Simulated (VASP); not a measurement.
# MgTl2GaC6N6 (Fm-3m) in VASP: further runs, part 2 of 2

VASP 6.6.1. The steps go on from the part before.

### 3 Single point, PBE

This run uses another cell than the first one, of 20.74 Å³/atom, 1.225 times its volume.

The input, INCAR:

```
SYSTEM = MgTl2GaC6N6
PREC = Accurate ; ENCUT = 520
EDIFF = 1E-6 ; ISMEAR = 0
SIGMA = 0.1 ; LREAL = Auto
LASPH = .TRUE. ; NELM = 100
ALGO = Normal ; ISIF = 2
LWAVE = .FALSE. ; LCHARG = .TRUE.
GGA = PE ; LELF = .TRUE.
LVHAR = .TRUE. ; NBANDS = 62
```

The input, KPOINTS:

```
Automatic mesh
0
G
  4 4 4
  0 0 0
```

The input, POSCAR:

```
MgTl2GaC6N6
1.0
    0.0000000000      5.4947041631      5.4947041631
    5.4947041631      0.0000000000      5.4947041631
    5.4947041631      5.4947041631      0.0000000000
Mg Tl Ga C N
1 2 1 6 6
Direct
    0.0000000000      0.0000000000      0.0000000000
    0.2500000000      0.2500000000      0.2500000000
    0.7500000000      0.7500000000      0.7500000000
    0.5000000000      0.5000000000      0.5000000000
    0.7918394511      0.2081605489      0.2081605489
    0.2081605489      0.7918394511      0.2081605489
    0.2081605489      0.2081605489      0.7918394511
    0.2081605489      0.7918394511      0.7918394511
    0.7918394511      0.2081605489      0.7918394511
    0.7918394511      0.7918394511      0.2081605489
    0.6852902579      0.3147097421      0.3147097421
    0.3147097421      0.6852902579      0.3147097421
    0.3147097421      0.3147097421      0.6852902579
    0.3147097421      0.6852902579      0.6852902579
    0.6852902579      0.3147097421      0.6852902579
    0.6852902579      0.6852902579      0.3147097421
```

Potentials or basis: VASP PAW PBE potentials, release 64 (Mg, Tl_d, Ga_d, C, N).

Command:

```sh
> cat potpaw_PBE.64/Mg/POTCAR potpaw_PBE.64/Tl_d/POTCAR potpaw_PBE.64/Ga_d/POTCAR potpaw_PBE.64/C/POTCAR potpaw_PBE.64/N/POTCAR > POTCAR
> mpirun -np 1 vasp_std > vasp.out
```

OUTCAR:

```text
SYSTEM = MgTl2GaC6N6
   PREC = Accurate
   ENCUT = 520
   EDIFF = 1E-6
   ISMEAR = 0
   LREAL = Auto
   LASPH = .TRUE.
   NELM = 100
   ISIF = 2
   GGA = PE

 ion  position               nearest neighbor table
   1  0.000  0.000  0.000-   5 2.29   6 2.29   7 2.29   8 2.29   9 2.29  10 2.29
   2  0.250  0.250  0.250-
   3  0.750  0.750  0.750-
   4  0.500  0.500  0.500-  11 2.04  12 2.04  13 2.04  14 2.04  15 2.04  16 2.04
   5  0.792  0.208  0.208-  11 1.17   1 2.29
   6  0.208  0.792  0.208-  12 1.17   1 2.29
   7  0.208  0.208  0.792-  13 1.17   1 2.29
   8  0.208  0.792  0.792-  14 1.17   1 2.29
   9  0.792  0.208  0.792-  15 1.17   1 2.29
  10  0.792  0.792  0.208-  16 1.17   1 2.29
  11  0.685  0.315  0.315-   5 1.17   4 2.04
  12  0.315  0.685  0.315-   6 1.17   4 2.04
  13  0.315  0.315  0.685-   7 1.17   4 2.04
  14  0.315  0.685  0.685-   8 1.17   4 2.04
  15  0.685  0.315  0.685-   9 1.17   4 2.04
  16  0.685  0.685  0.315-  10 1.17   4 2.04

  LATTYP: Found a face centered cubic cell.
 ALAT       =    10.9894083262

  Lattice vectors:

 A1 = (   0.0000000000,   5.4947041631,   5.4947041631)
[... 194 lines left out ...]
 Fermi energy:         2.9573771711

 k-point     1 :       0.0000    0.0000    0.0000
  band No.  band energies     occupation
      1     -17.4748      2.00000
      2     -17.1931      2.00000
      3     -17.1931      2.00000
      4     -17.1931      2.00000
      5     -17.1577      2.00000
      6     -17.1576      2.00000
[... 485 lines left out ...]
     58       5.0331      0.00000
     59       5.1383      0.00000
 [bands above 59 left out]

------------------------ aborting loop because EDIFF is reached ----------------------------------------

  FORCE on cell =-STRESS in cart. coord.  units (eV):
  Direction    XX          YY          ZZ          XY          YZ          ZX
  --------------------------------------------------------------------------------------
  -------------------------------------------------------------------------------------
  Total        0.9883736      0.9883736      0.9883736      0.0000000      0.0000000      0.0000000
  in kB        4.7727510      4.7727510      4.7727510      0.0000000      0.0000000      0.0000000
  external PRESSURE =       4.7727510 kB  Pullay stress =       0.0000000 kB

 VOLUME and BASIS-vectors are now :
 -----------------------------------------------------------------------------
  energy-cutoff  :      520.00
  volume of cell :      331.79
      direct lattice vectors                 reciprocal lattice vectors
     0.000000000  5.494704163  5.494704163    -0.090996710  0.090996710  0.090996710
     5.494704163  0.000000000  5.494704163     0.090996710 -0.090996710  0.090996710
     5.494704163  5.494704163  0.000000000     0.090996710  0.090996710 -0.090996710

 POSITION                                       TOTAL-FORCE (eV/Angst)
 -----------------------------------------------------------------------------------
      0.00000      0.00000      0.00000         0.000000      0.000000     -0.000000
      2.74735      2.74735      2.74735         0.000000      0.000000     -0.000000
      8.24206      8.24206      8.24206         0.000000      0.000000     -0.000000
      5.49470      5.49470      5.49470         0.000000      0.000000     -0.000000
      2.28756      5.49470      5.49470        -0.393315      0.000000     -0.000000
      5.49470      2.28756      5.49470         0.000000     -0.393315     -0.000000
[... 8 lines left out ...]
      5.49470      7.53093      5.49470         0.000000     -0.374564     -0.000000
      5.49470      5.49470      7.53093         0.000000      0.000000     -0.374564
 -----------------------------------------------------------------------------------
    total drift:                                0.000000      0.000000      0.000000

  FREE ENERGIE OF THE ION-ELECTRON SYSTEM (eV)
  ---------------------------------------------------
  free  energy   TOTEN  =      -109.0235520248 eV

  energy  without entropy=     -108.9702772227  energy(sigma->0) =     -108.99691462
```

OSZICAR:

```text
N       E                     dE             d eps       ncg     rms          rms(c)
DAV:   1     0.780965572743E+03    0.78097E+03   -0.42564E+04  1046   0.149E+03
DAV:   2     0.224286060660E+01   -0.77872E+03   -0.72536E+03  1168   0.391E+02
DAV:   3    -0.116674830841E+03   -0.11892E+03   -0.11676E+03  1144   0.139E+02
DAV:   4    -0.123525208794E+03   -0.68504E+01   -0.67520E+01  1222   0.373E+01
DAV:   5    -0.123819806896E+03   -0.29460E+00   -0.28810E+00  1424   0.624E+00    0.207E+01
DAV:   6    -0.110824631445E+03    0.12995E+02   -0.28408E+01  1310   0.271E+01    0.104E+01
DAV:   7    -0.109049978201E+03    0.17747E+01   -0.62980E+00  1360   0.981E+00    0.527E+00
DAV:   8    -0.109040469406E+03    0.95088E-02   -0.13422E+00  1216   0.466E+00    0.226E+00
DAV:   9    -0.109029584929E+03    0.10884E-01   -0.19531E-01  1448   0.184E+00    0.874E-01
DAV:  10    -0.109022452507E+03    0.71324E-02   -0.50331E-02  1162   0.955E-01    0.241E-01
DAV:  11    -0.109023061829E+03   -0.60932E-03   -0.71643E-03  1392   0.384E-01    0.177E-01
DAV:  12    -0.109023475972E+03   -0.41414E-03   -0.16220E-03  1292   0.179E-01    0.496E-02
DAV:  13    -0.109023553888E+03   -0.77915E-04   -0.57784E-04  1416   0.140E-01    0.168E-02
DAV:  14    -0.109023547992E+03    0.58961E-05   -0.70857E-05  1202   0.341E-02    0.966E-03
DAV:  15    -0.109023551089E+03   -0.30973E-05   -0.80445E-06  1176   0.949E-03    0.606E-03
DAV:  16    -0.109023552091E+03   -0.10019E-05   -0.42917E-06  1012   0.750E-03    0.154E-03
DAV:  17    -0.109023552025E+03    0.65895E-07   -0.48196E-07   832   0.299E-03
   1 F= -.10902355E+03 E0= -.10899691E+03  d E =-.532748E-01
```

stdout:

```text
POSCAR found type information on POSCAR MgTlGaC N
 POSCAR found :  5 types and      16 ions
 scaLAPACK will be used
 LDA part: xc-table for (Slater+PW92), standard interpolation
 POSCAR, INCAR and KPOINTS ok, starting setup
 FFT: planning ... GRIDC
 FFT: planning ... GRID_SOFT
 FFT: planning ... GRID
 WAVECAR not read
 entering main loop
```

Wall time 7.6 min (1 thread of Intel Xeon Platinum 8488C (Sapphire Rapids), shared host); peak memory 0.55 GiB.

Results:

| Quantity | Value |
| --- | --- |
| Free energy | -109.0236 eV |
| Pressure | 0.5 GPa |
| Largest force | 0.393 eV/Å |

Forces on the atoms (eV/Å):
```
Mg   0.000  0.000  0.000
Tl   0.000  0.000  0.000
Tl   0.000  0.000  0.000
Ga   0.000  0.000  0.000
C   -0.393  0.000  0.000
C    0.000 -0.393  0.000
C    0.000  0.000 -0.393
C    0.393  0.000  0.000
C    0.000  0.393  0.000
C    0.000  0.000  0.393
N    0.375  0.000  0.000
N    0.000  0.375  0.000
N    0.000  0.000  0.375
N   -0.375  0.000  0.000
N    0.000 -0.375  0.000
N    0.000  0.000 -0.375
```

Levels at points of the mesh, in eV from the Fermi level:
```csv
k point,band 44,band 45,band 46,band 47,band 48,band 49,band 50,band 51
"(0.00, 0.00, 0.00)",-5.62,-5.62,-4.60,-4.60,-0.05,-0.05,-0.05,0.96
"(0.50, 0.00, 0.00)",-5.18,-5.18,-4.91,-4.91,0.15,0.25,0.32,0.32
"(0.50, 0.50, 0.00)",-5.50,-5.27,-5.18,-4.59,-0.16,0.21,0.21,0.53
```

Caveat: spin-orbit coupling is left out, which moves the levels of the heavy elements.
